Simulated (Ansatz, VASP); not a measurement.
InSb: VASP beside Ansatz

```
In Sb
1.0
     0.00000    3.23391    3.27563
     3.23391    0.00000    3.27563
     3.23391    3.23391    0.00000
In Sb
1 1
Direct
  0.00000 0.00000 0.00000
  0.25000 0.25000 0.25000
```

Change from the starting cell: strained cell.

Alike in both runs: functional PBEsol; k mesh 10 × 10 × 10; occupations gaussian, width 0.1 eV; no spin polarisation.

Ansatz relaxed the structure, and its values are those at the end. VASP's run is a single point on that final structure, the one shown.

```csv
,VASP,Ansatz
version,VASP 6.6.1,Ansatz 0.2.0
potentials or method,"VASP PAW PBE potentials, release 64 (In_d, Sb), cutoff 500 eV","scalar-relativistic, plane waves, PAW"
valence electrons in the cell,18,28
```

|  | VASP | Ansatz | Ansatz less VASP |
| --- | --- | --- | --- |
| gap on the k mesh at the Fermi level (eV) | none | none | - |
| pressure (GPa) | 0.5 | 0.5 | -0.02 |

VASP's potentials were made for PBE, not for PBEsol. A gap of «none» marks a metal or a gap that the smearing closes. With one functional, cell and mesh, what is left measures potentials, basis and numerics. VASP's potentials hold 18 valence electrons a cell and Ansatz's 28, so a difference there can come from the potentials and not from the codes. Ansatz's warnings: stress scf threshold loose.

Spin-orbit coupling is off throughout.
